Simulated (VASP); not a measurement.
Here is a VASP 6.6.1 calculation.

File INCAR:

```
SYSTEM = RbW
ALGO = Fast ; EDIFF = 1E-6
ENCUT = 520 ; GGA = PE
ISIF = 2 ; ISMEAR = -1
LASPH = .TRUE. ; LCHARG = .FALSE.
LREAL = .FALSE. ; LWAVE = .FALSE.
NBANDS = 18 ; NELM = 60
PREC = Accurate ; SIGMA = 0.05
```

File KPOINTS:

```
k-points
0
G
  9 9 5
  0 0 0
```

Contents of POSCAR:

```
RbW
1.0
    3.5932940289      0.0000000000      0.0000000000
   -1.7966470094      3.1118839117      0.0000000000
    0.0000000000      0.0000000000      5.5664443080
Rb W
1 1
Direct
    0.0000000000      0.0000000000      0.5000000000
    0.6666666700      0.3333333300      0.0000000000
```

Potentials or basis: VASP PAW PBE potentials, release 64 (Rb_sv, W_sv).

Launch:

```bash
$ cat potpaw_PBE.64/Rb_sv/POTCAR potpaw_PBE.64/W_sv/POTCAR > POTCAR
$ mpirun -np 1 vasp_std > vasp.out
```

Task: Estimate the pressure.

Result: -7.0 GPa.

Stress tensor (GPa, compression positive):
```
-14.31   0.00   0.00
  0.00 -14.31   0.00
  0.00   0.00   7.59
```
